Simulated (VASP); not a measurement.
# V (I4/mmm) in VASP: notebook

V is run at these levels: PBEsol; tasks: single point.

Everything below comes from runs of VASP 6.6.1. Logs are shortened: lines on timing, memory, paths and dates and some standing lists are left out, and cuts for length are marked.

## (1) The cell of the first run

Symmetry: I4/mmm, No. 139, tetragonal system. The conventional cell has a = 2.935 Å, b = 2.935 Å, c = 3.117 Å, α = 90.00°, β = 90.00°, γ = 90.00°. Within 3.4 Å of V (site symmetry 4/mmm) lie 14 V at 2.60 to 3.12 Å.

## (2) Single point, PBEsol (strain -0.030 along x and y, +0.030 along z)

Contents of INCAR:

```
SYSTEM = V
ALGO     = Fast           ! electronic algorithm
EDIFF    = 1E-6           ! SCF threshold, eV
ENCUT    = 520            ! plane-wave cutoff, eV
GGA      = PS             ! functional
ISIF     = 2              ! what is computed and relaxed
ISMEAR   = 0              ! smearing method
LASPH    = .TRUE.         ! aspherical terms in the spheres
LCHARG   = .TRUE.         ! write CHGCAR
LELF     = .TRUE.         ! ELF
LREAL    = .FALSE.        ! projectors in reciprocal space
LVHAR    = .TRUE.       
LWAVE    = .FALSE.        ! write WAVECAR
NBANDS   = 12             ! bands
NELM     = 100            ! most SCF steps
PREC     = Accurate       ! precision mode
SIGMA    = 0.15           ! smearing width, eV
```

Contents of KPOINTS:

```
k-points
0
G
  22 22 22
  0 0 0
```

Contents of POSCAR:

```
V
1.0
   -1.4676100000      1.4676100000      1.5583900000
    1.4676100000     -1.4676100000      1.5583900000
    1.4676100000      1.4676100000     -1.5583900000
V
1
Direct
    0.0000000000      0.0000000000      0.0000000000
```

Potentials or basis: VASP PAW PBE potentials, release 64 (V_sv).

The run is started by

```console
$ cat potpaw_PBE.64/V_sv/POTCAR > POTCAR
$ mpirun -np 1 vasp_std > vasp.out
```

OUTCAR:

```text
SYSTEM = V
   EDIFF = 1E-6
   ENCUT = 520
   GGA = PS
   ISIF = 2
   ISMEAR = 0
   LASPH = .TRUE.
   LREAL = .FALSE.
   NELM = 100
   PREC = Accurate

 ion  position               nearest neighbor table
   1  0.000  0.000  0.000-

  LATTYP: Found a body centered tetragonal cell.
 ALAT       =     2.9352200000
 C/A-ratio  =     1.0618556701

  Lattice vectors:

 A1 = (  -1.4676100000,   1.4676100000,   1.5583900000)
 A2 = (   1.4676100000,  -1.4676100000,   1.5583900000)
 A3 = (   1.4676100000,   1.4676100000,  -1.5583900000)

Analysis of symmetry for initial positions (statically):
=====================================================================
 Subroutine PRICEL returns:
 Original cell was already a primitive cell.

 Routine SETGRP: Setting up the symmetry group for a
 body centered tetragonal supercell.

 Subroutine GETGRP returns: Found 16 space group operations
 (whereof 16 operations were pure point group operations)
 out of a pool of 16 trial point group operations.

The static configuration has the point symmetry D_4h.

Analysis of symmetry for dynamics (positions and initial velocities):
=====================================================================
 Subroutine PRICEL returns:
 Original cell was already a primitive cell.

 Routine SETGRP: Setting up the symmetry group for a
 body centered tetragonal supercell.

 Subroutine GETGRP returns: Found 16 space group operations
 (whereof 16 operations were pure point group operations)
 out of a pool of 16 trial point group operations.

The dynamic configuration has the point symmetry D_4h.

 Subroutine INISYM returns: Found 16 space group operations
 (whereof 16 operations are pure point group operations),
 and found     1 'primitive' translations

----------------------------------------------------------------------------------------

                                     Primitive cell

  volume of cell :      13.4263

  direct lattice vectors                    reciprocal lattice vectors
    -1.467610000  1.467610000  1.558390000     0.000000000  0.340689965  0.320843948
     1.467610000 -1.467610000  1.558390000     0.340689965  0.000000000  0.320843948
     1.467610000  1.467610000 -1.558390000     0.340689965  0.340689965  0.000000000

  length of vectors
     2.595445553  2.595445553  2.595445553     0.467985567  0.467985567  0.481808370

  position of ions in fractional coordinates (direct lattice)
     0.000000000  0.000000000  0.000000000

  ion indices of the primitive-cell ions
   primitive index   ion index
                 1           1

----------------------------------------------------------------------------------------

 KPOINTS: k-points

Automatic generation of k-mesh.
 Grid dimensions read from file:
 generate k-points for:   22   22   22

 Generating k-lattice:

  Cartesian coordinates                     Fractional coordinates (reciprocal lattice)
     0.000000000  0.015485908  0.014583816     0.045454545  0.000000000 -0.000000000
     0.015485908  0.000000000  0.014583816     0.000000000  0.045454545 -0.000000000
     0.015485908  0.015485908  0.000000000     0.000000000  0.000000000  0.045454545

  Length of vectors
     0.021272071  0.021272071  0.021900380

  Shift w.r.t. Gamma in fractional coordinates (k-lattice)
     0.000000000  0.000000000  0.000000000

 Subroutine IBZKPT returns following result:
 ===========================================

 Found    834 irreducible k-points:

 Following reciprocal coordinates:
            Coordinates               Weight
  0.000000  0.000000  0.000000      1.000000
  0.045455  0.000000 -0.000000      8.000000
  0.090909  0.000000 -0.000000      8.000000
  0.136364 -0.000000  0.000000      8.000000
  0.181818 -0.000000  0.000000      8.000000
  0.227273  0.000000 -0.000000      8.000000
[... 16 lines left out ...]
  0.500000  0.045455  0.000000     16.000000
 -0.454545  0.045455  0.000000     16.000000
 [... further k-points ...]
   k-points           NKPTS =    834   k-points in BZ     NKDIM =    834   number of bands    NBANDS=     12
   number of dos      NEDOS =    301   number of ions     NIONS =      1
   total plane-waves  NPLWV =   8000
   dimension x,y,z NGX =    20 NGY =   20 NGZ =   20
   dimension x,y,z NGXF=    40 NGYF=   40 NGZF=   40
   ions per type =               1
   NGX,Y,Z   is equivalent  to a cutoff of  12.81, 12.81, 12.81 a.u.
   NGXF,Y,Z  is equivalent  to a cutoff of  25.62, 25.62, 25.62 a.u.
 SYSTEM =  V
   PREC   = accura    normal or accurate (medium, high low for compatibility)
   ISTART =      0    job   : 0-new  1-cont  2-samecut
   ICHARG =      2    charge: 1-file 2-atom 10-const
   ISPIN  =      1    spin polarized calculation?
   LNONCOLLINEAR =      F non collinear calculations
   LSORBIT =      F    spin-orbit coupling
   LASPH  =      T    aspherical Exc in radial PAW
   ENCUT  =  520.0 eV  38.22 Ry    6.18 a.u.   4.83  4.83  4.83*2*pi/ulx,y,z
   NELM   =    100;   NELMIN=  2; NELMDL= -5     # of ELM steps
   EDIFF  = 0.1E-05   stopping-criterion for ELM
   LREAL  =      F    real-space projection
   EDIFFG = 0.1E-04   stopping-criterion for IOM
   NSW    =      0    number of steps for IOM
   IBRION =     -1    ionic relax: 0-MD 1-quasi-New 2-CG
   NFREE  =      0    steps in history (QN), initial steepest desc. (CG)
   ISIF   =      2    stress and relaxation
   ISYM   =      2    0-nonsym 1-usesym 2-fastsym
   POTIM  = 0.5000    time-step for ionic-motion
   TEBEG  =    0.0;   TEEND  =   0.0 temperature during run
   PSTRESS=    0.0 pullay stress
   NELECT =      13.0000    total number of electrons
   NUPDOWN=      -1.0000    fix difference up-down
   EMIN   =  10.00;   EMAX   =-10.00  energy-range for DOS
   EFERMI =   0.00;   METHOD = LEGACY
   ISMEAR =     0;   SIGMA  =   0.15  broadening in eV -4-tet -1-fermi 0-gaus
   EFERMI_NEDOS =   21; number of points for ismear=-14 and -15
   IALGO  =     68    algorithm
   IMIX   =      4    mixing-type and parameters
     AMIX     =   0.40;   BMIX     =  1.00
     AMIX_MAG =   1.60;   BMIX_MAG =  1.00
  volume/ion in A,a.u.               =      13.43        90.61
  Fermi-wavevector in a.u.,A,eV,Ry     =   1.619584  3.060570 35.688791  2.623052
  Thomas-Fermi vector in A             =   2.713661
   LORBIT       =      0    0 simple, 1 ext, 2 COOP (PROOUT), +10 PAW based schemes
   GGA     = PS    functional components
   LHFCALC =     F    Hartree Fock is set to
   AEXX    =    0.0000 exact exchange contribution
   IVDW    =     0    specifies the selected vdW correction
   LEPSILON=     F    determine dielectric tensor
   LRPA    =     F    only Hartree local field effects (RPA)
 non-spin polarized calculation
 RMM-DIIS sequential band-by-band and
 Gauss-broadening in eV      SIGMA  =   0.15
  energy-cutoff  :      520.00
  volume of cell :       13.43
 maximum number of plane-waves:       383
   NGX =  9   NGY =  9   NGZ =  9

 number of electron      12.9999997 magnetization

 Free energy of the ion-electron system (eV)
  ---------------------------------------------------
  ext. energy  EPLUGINS =         0.00000000
  ---------------------------------------------------
  free energy    TOTEN  =        -9.62183479 eV

  energy without entropy =       -9.60177391  energy(sigma->0) =       -9.61180435

 E-fermi :   9.6188     XC(G=0): -13.0753

 val. band max:        9.6184676338   @ k =  -0.1818   0.2727   0.0455
 cond. band min:       9.6208322812   @ k =  -0.4545   0.0909   0.0455
 fundamental gap:      0.0023646474
 Fermi energy:         9.6187624319

 k-point     1 :       0.0000    0.0000    0.0000
  band No.  band energies     occupation
      1     -53.8683      2.00000
      2     -27.2641      2.00000
      3     -27.2639      2.00000
      4     -27.2639      2.00000
      5       2.9973      2.00000
      6       9.8856      0.01188
      7       9.8856      0.01188
      8      10.3417      0.00000
      9      11.7385      0.00000
     10      12.2555      0.00000
     11      29.3567      0.00000
     12      30.5472      0.00000

 k-point     2 :       0.0455    0.0000   -0.0000
  band No.  band energies     occupation
      1     -53.8643      2.00000
      2     -27.2836      2.00000
      3     -27.2695      2.00000
      4     -27.2640      2.00000
      5       3.0801      2.00000
      6       9.8807      0.01352
      7       9.8990      0.00824
      8      10.3532      0.00000
      9      11.7110      0.00000
     10      12.2400      0.00000
     11      29.3294      0.00000
     12      30.4267      0.00000

 k-point     3 :       0.0909    0.0000   -0.0000
  band No.  band energies     occupation
      1     -53.8526      2.00000
      2     -27.3406      2.00000
      3     -27.2857      2.00000
      4     -27.2640      2.00000
      5       3.3239      2.00000
      6       9.8582      0.02400
      7       9.8904      0.01045
      8      10.4380      0.00000
      9      11.6370      0.00000
     10      12.2053      0.00000
     11      29.1518      0.00000
     12      30.1112      0.00000

 k-point     4 :       0.1364   -0.0000    0.0000
  band No.  band energies     occupation
      1     -53.8341      2.00000
      2     -27.4297      2.00000
      3     -27.3111      2.00000
      4     -27.2640      2.00000
      5       3.7145      2.00000
      6       9.7961      0.09448
      7       9.7985      0.09009
      8      10.6632      0.00000
      9      11.5491      0.00000
     10      12.1726      0.00000
     11      28.5737      0.00000
     12      29.7219      0.00000

 k-point     5 :       0.1818   -0.0000    0.0000
  band No.  band energies     occupation
      1     -53.8103      2.00000
      2     -27.5430      2.00000
      3     -27.3437      2.00000
      4     -27.2640      2.00000
      5       4.2259      2.00000
      6       9.6347      0.88032
      7       9.6898      0.50328
      8      11.0135      0.00000
      9      11.4954      0.00000
     10      12.1551      0.00000
     11      27.5474      0.00000
     12      29.2587      0.00000
[... 228 lines left out ...]
      1     -53.6758      2.00000
      2     -28.1423      2.00000
      3     -27.5269      2.00000
      4     -27.2708      2.00000
      5       6.4560      2.00000
      6       8.7345      2.00000
      7      10.5158      0.00000
      8      11.7308      0.00000
      9      12.4430      0.00000
     10      13.6287      0.00000
     11      20.3521      0.00000
     12      25.9398      0.00000

 k-point    22 :       0.4545    0.0455   -0.0000
  band No.  band energies     occupation
      1     -53.6675      2.00000
      2     -28.1780      2.00000
      3     -27.5377      2.00000
      4     -27.2715      2.00000
      5       6.4756      2.00000
      6       8.6819      2.00000
      7      10.8561      0.00000
      8      11.7259      0.00000
      9      12.5166      0.00000
     10      13.8280      0.00000
     11      19.7372      0.00000
     12      25.7489      0.00000

 k-point    23 :       0.5000    0.0455    0.0000
  band No.  band energies     occupation
      1     -53.6673      2.00000
      2     -28.1790      2.00000
      3     -27.5374      2.00000
      4     -27.2722      2.00000
      5       6.4767      2.00000
      6       8.6796      2.00000
      7      10.8488      0.00000
      8      11.7485      0.00000
      9      12.5245      0.00000
     10      13.8233      0.00000
     11      19.7170      0.00000
     12      25.7484      0.00000

 k-point    24 :      -0.4545    0.0455    0.0000
  band No.  band energies     occupation
      1     -53.6752      2.00000
      2     -28.1451      2.00000
      3     -27.5262      2.00000
      4     -27.2728      2.00000
      5       6.4601      2.00000
      6       8.7280      2.00000
      7      10.5195      0.00000
      8      11.7462      0.00000
      9      12.4849      0.00000
     10      13.6150      0.00000
     11      20.2981      0.00000
     12      25.9399      0.00000

 [... further k-points ...]

------------------------ aborting loop because EDIFF is reached ----------------------------------------

  FORCE on cell =-STRESS in cart. coord.  units (eV):
  Direction    XX          YY          ZZ          XY          YZ          ZX
  --------------------------------------------------------------------------------------
  -------------------------------------------------------------------------------------
  Total       -0.2903114     -0.2903114     -0.9288364      0.0000000      0.0000000     -0.0000000
  in kB      -34.6431408    -34.6431408   -110.8389339      0.0000000      0.0000000     -0.0000000
  external PRESSURE =     -60.0417385 kB  Pullay stress =       0.0000000 kB

 VOLUME and BASIS-vectors are now :
 -----------------------------------------------------------------------------
  energy-cutoff  :      520.00
  volume of cell :       13.43
      direct lattice vectors                 reciprocal lattice vectors
    -1.467610000  1.467610000  1.558390000     0.000000000  0.340689965  0.320843948
     1.467610000 -1.467610000  1.558390000     0.340689965  0.000000000  0.320843948
     1.467610000  1.467610000 -1.558390000     0.340689965  0.340689965  0.000000000

 POSITION                                       TOTAL-FORCE (eV/Angst)
 -----------------------------------------------------------------------------------
      0.00000      0.00000      0.00000         0.000000     -0.000000     -0.000000
 -----------------------------------------------------------------------------------
    total drift:                                0.000000     -0.000000      0.000000

  FREE ENERGIE OF THE ION-ELECTRON SYSTEM (eV)
  ---------------------------------------------------
  free  energy   TOTEN  =        -9.6218347938 eV

  energy  without entropy=       -9.6017739128  energy(sigma->0) =       -9.61180435
```

Wall time 94 s (1 thread of AMD EPYC 7R43 (Zen 3), shared host); peak memory 0.2 GiB.

Results:

```yaml
Free_energy: -9.6218 eV
Pressure: -6.0 GPa
```

Caveat: the cell differs from its parent crystal (strain -0.030 along x and y, +0.030 along z); the PAW data sets were made with another functional, which shifts forces and pressure a little.

## (3) Single point, PBEsol (strain +0.000 along x and y, -0.030 along z)

Contents of INCAR:

```
ALGO = Fast
EDIFF = 1E-7
ENCUT = 520
GGA = PS
ISIF = 2
ISMEAR = 0
LASPH = T
LCHARG = F
LREAL = F
LWAVE = F
NBANDS = 12
NELM = 60
PREC = Accurate
SIGMA = 0.15
```

Contents of KPOINTS:

```
k-points
0
Gamma
  22 22 22
```

Contents of POSCAR:

```
V
1.0
   -1.5130000000      1.5130000000      1.4676100000
    1.5130000000     -1.5130000000      1.4676100000
    1.5130000000      1.5130000000     -1.4676100000
V
1
Direct
    0.0000000000      0.0000000000      0.0000000000
```

Potentials or basis: VASP PAW PBE potentials, release 64 (V_sv).

The run is started by

```console
$ cat potpaw_PBE.64/V_sv/POTCAR > POTCAR
$ mpirun -np 1 vasp_std > vasp.out
```

OUTCAR:

```text
EDIFF = 1E-7
   ENCUT = 520
   GGA = PS
   ISIF = 2
   ISMEAR = 0
   LASPH = T
   LREAL = F
   NELM = 60
   PREC = Accurate

 ion  position               nearest neighbor table
   1  0.000  0.000  0.000-

  LATTYP: Found a body centered tetragonal cell.
 ALAT       =     3.0260000000
 C/A-ratio  =     0.9700000000

  Lattice vectors:

 A1 = (  -1.5130000000,   1.5130000000,   1.4676100000)
 A2 = (   1.5130000000,  -1.5130000000,   1.4676100000)
 A3 = (   1.5130000000,   1.5130000000,  -1.4676100000)

Analysis of symmetry for initial positions (statically):
[... 532 lines left out ...]
      7      10.7006      0.00000
      8      12.0511      0.00000
      9      12.4833      0.00000
     10      13.6531      0.00000
     11      20.6005      0.00000
     12      25.5541      0.00000

 [... further k-points ...]
[... 5 lines left out ...]
  --------------------------------------------------------------------------------------
  -------------------------------------------------------------------------------------
  Total       -0.6485969     -0.6485969     -0.3384481      0.0000000      0.0000000      0.0000000
  in kB      -77.3280350    -77.3280350    -40.3509908      0.0000000      0.0000000      0.0000000
  external PRESSURE =     -65.0023536 kB  Pullay stress =       0.0000000 kB

 VOLUME and BASIS-vectors are now :
 -----------------------------------------------------------------------------
  energy-cutoff  :      520.00
  volume of cell :       13.44
      direct lattice vectors                 reciprocal lattice vectors
    -1.513000000  1.513000000  1.467610000     0.000000000  0.330469266  0.340689965
     1.513000000 -1.513000000  1.467610000     0.330469266  0.000000000  0.340689965
     1.513000000  1.513000000 -1.467610000     0.330469266  0.330469266  0.000000000

 POSITION                                       TOTAL-FORCE (eV/Angst)
 -----------------------------------------------------------------------------------
      0.00000      0.00000      0.00000         0.000000     -0.000000      0.000000
 -----------------------------------------------------------------------------------
    total drift:                               -0.000000     -0.000000      0.000000

  FREE ENERGIE OF THE ION-ELECTRON SYSTEM (eV)
  ---------------------------------------------------
  free  energy   TOTEN  =        -9.6308972765 eV

  energy  without entropy=       -9.6103551981  energy(sigma->0) =       -9.62062624
```

OSZICAR:

```text
N       E                     dE             d eps       ncg     rms          rms(c)
DAV:   1     0.905434690646E+02    0.90543E+02   -0.70138E+03 20040   0.118E+03
DAV:   2    -0.990601406803E+01   -0.10045E+03   -0.97535E+02 20400   0.331E+02
DAV:   3    -0.111963440473E+02   -0.12903E+01   -0.12869E+01 22276   0.440E+01
DAV:   4    -0.112027357437E+02   -0.63917E-02   -0.63916E-02 21548   0.329E+00
DAV:   5    -0.112028121431E+02   -0.76399E-04   -0.76399E-04 22020   0.339E-01    0.194E+01
RMM:   6    -0.965532068502E+01    0.15475E+01   -0.35036E+00 20668   0.220E+01    0.162E+00
RMM:   7    -0.964019849978E+01    0.15122E-01   -0.83781E-02 21500   0.317E+00    0.925E-01
RMM:   8    -0.963080478166E+01    0.93937E-02   -0.83938E-03 22411   0.134E+00    0.102E-01
RMM:   9    -0.963089176318E+01   -0.86982E-04   -0.94697E-04 22572   0.398E-01    0.338E-02
RMM:  10    -0.963090169908E+01   -0.99359E-05   -0.17714E-04 22261   0.210E-01    0.374E-02
RMM:  11    -0.963089629081E+01    0.54083E-05   -0.57537E-05 22341   0.107E-01    0.553E-03
RMM:  12    -0.963089708329E+01   -0.79248E-06   -0.83113E-06 22587   0.473E-02    0.303E-03
RMM:  13    -0.963089715470E+01   -0.71406E-07   -0.13972E-06 19234   0.182E-02    0.283E-03
RMM:  14    -0.963089726678E+01   -0.11208E-06   -0.37692E-07 16932   0.103E-02    0.348E-04
RMM:  15    -0.963089727653E+01   -0.97564E-08   -0.86641E-08 11724   0.449E-03
   1 F= -.96308973E+01 E0= -.96206262E+01  d E =-.205421E-01
```

It took 1.8 min on 1 thread of AMD EPYC 7R43 (Zen 3), shared host; peak memory 0.2 GiB.

Results:

| Item | Value |
| --- | --- |
| Free energy | -9.6309 eV |
| Pressure | -6.5 GPa |

Levels at points of the mesh, in eV from the Fermi level:
```tsv
k point	band 5	band 6	band 7	band 8	band 9	band 10
(0.00, 0.00, 0.00)	-6.61	0.25	0.49	0.49	2.26	2.55
(0.50, 0.00, 0.00)	-3.21	-1.24	1.73	2.46	2.87	4.15
(0.50, 0.50, 0.00)	-3.19	-0.94	1.48	2.23	2.70	4.12
(0.50, 0.50, 0.50)	-3.07	-2.98	3.73	3.73	3.80	9.85
```

Caveat: the cell differs from its parent crystal (strain +0.000 along x and y, -0.030 along z); the PAW data sets were made with another functional, which shifts forces and pressure a little.
